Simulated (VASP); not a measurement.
Write the native input for VASP 6.6.1 that does the following.

```
Task                               : single point
Functional                         : HSE06
Potentials or basis                : VASP PAW PBE potentials, release 64 (Pd)
Cutoff                             : 520 eV
k mesh                             : 6 × 6 × 6
Occupations                        : fermi-dirac, width 0.1 eV
Spin                               : no spin polarisation
Dipole correction                  : no
Grid for exact exchange (PRECFOCK) : Normal
Further INCAR settings             : ALGO = Normal; EDIFF = 1e-07; NBANDS = 11
Share of exact exchange            : 0.25
Screening parameter                : 0.2079 1/Å
```

The system is Pd.

```
CELL_PARAMETERS angstrom
0.00000 1.97654 1.97654
1.97654 0.00000 1.97654
1.97654 1.97654 0.00000
ATOMIC_POSITIONS crystal
Pd 0.00000 0.00000 0.00000
```

These files were run (other wordings do the same):

POSCAR

```
Pd
1.0
    0.0000000000      1.9765448986      1.9765448986
    1.9765448986      0.0000000000      1.9765448986
    1.9765448986      1.9765448986      0.0000000000
Pd
1
Direct
    0.0000000000      0.0000000000      0.0000000000
```

INCAR.step1

```
SYSTEM = Pd
PREC = Accurate
ENCUT = 520
EDIFF = 1E-5
ISMEAR = -1
SIGMA = 0.1
LREAL = .False.
LASPH = .True.
NELM = 60
ALGO = Normal
ISIF = 2
LWAVE = .True.
LCHARG = .False.
GGA = PE
NBANDS = 11
```

INCAR.step2

```
SYSTEM = Pd
PREC = Accurate
ENCUT = 520
EDIFF = 1E-7
ISMEAR = -1
SIGMA = 0.1
LREAL = .False.
LASPH = .True.
NELM = 60
ALGO = Normal
ISIF = 2
LWAVE = .False.
LCHARG = .False.
GGA = PE
LHFCALC = .True.
HFSCREEN = 0.2079
PRECFOCK = Normal
ISTART = 1
NBANDS = 11
```

KPOINTS

```
Automatic mesh
0
Gamma
  6 6 6
  0 0 0
```

Potentials or basis: VASP PAW PBE potentials, release 64 (Pd).

Launch:

```sh
$ cat potpaw_PBE.64/Pd/POTCAR > POTCAR
$ cp INCAR.step1 INCAR
$ mpirun -np 1 vasp_std > vasp.out
$ cp INCAR.step2 INCAR
$ mpirun -np 1 vasp_std > vasp.out
```

Results of the run:

The pressure is -5.8 GPa and the band gap on the k mesh is zero (bands 5 and 6 overlap by 2.09 eV).

Caveat: the k points lie up to 0.46 Å⁻¹ apart, too coarse for converged energies and pressures of a metal; the PAW data sets were made with another functional, which shifts forces and pressure a little.

It took 6.8 min on 1 thread of Intel(R) Xeon(R) Platinum 8488C (Sapphire Rapids) (shared host), peak memory 0.24 GiB.
